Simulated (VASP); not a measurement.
Wanted: the native input for a VASP 6.6.1 run.

| Item | Value |
| --- | --- |
| Task | single point |
| Functional | LDA |
| Potentials or basis | VASP PAW LDA potentials, release 64 (Sc_sv, H, O) |
| Cutoff | 520 eV |
| k mesh | 7 × 7 × 7 |
| Occupations | gaussian, width 0.01 eV |
| Spin | no spin polarisation |
| Dipole correction | no |
| Further INCAR settings | ALGO = Normal; EDIFF = 1e-07; NBANDS = 20 |

The structure of ScHO2 lies in POSCAR:

```
ScHO2
1.0
    1.6165890000      0.9333380000      4.5309240000
   -1.6165890000      0.9333380000      4.5309240000
    0.0000000000     -1.8666760000      4.5309240000
Sc H O
1 1 2
Direct
    0.0000000000      0.0000000000      0.0000000000
    0.5000000000      0.5000000000      0.5000000000
    0.5897010000      0.5897010000      0.5897010000
    0.4102990000      0.4102990000      0.4102990000
```

One way to write it, as run:

INCAR

```
PREC = Accurate ; ENCUT = 520
EDIFF = 1E-7 ; ISMEAR = 0
SIGMA = 0.01 ; LREAL = False
LASPH = True ; NELM = 100
ALGO = Normal ; ISIF = 2
LWAVE = False ; LCHARG = False
GGA = CA ; NBANDS = 20
```

KPOINTS

```
Automatic mesh
0
Gamma
  7 7 7
```

Potentials or basis: VASP PAW LDA potentials, release 64 (Sc_sv, H, O).

Command:

```sh
$ cat potpaw_LDA.64/Sc_sv/POTCAR potpaw_LDA.64/H/POTCAR potpaw_LDA.64/O/POTCAR > POTCAR
$ mpirun -np 1 vasp_std > vasp.out
```

It gave:

- Pressure: -8.7 GPa
- Largest force: 0.384 eV/Å
- Band gap on the k mesh: 3.88 eV, indirect (least direct gap 4.23 eV)

It took 45 s on 1 thread of AMD EPYC 9R45 96-Core Processor (Zen 5), with other jobs on the host, peak memory 0.16 GiB.
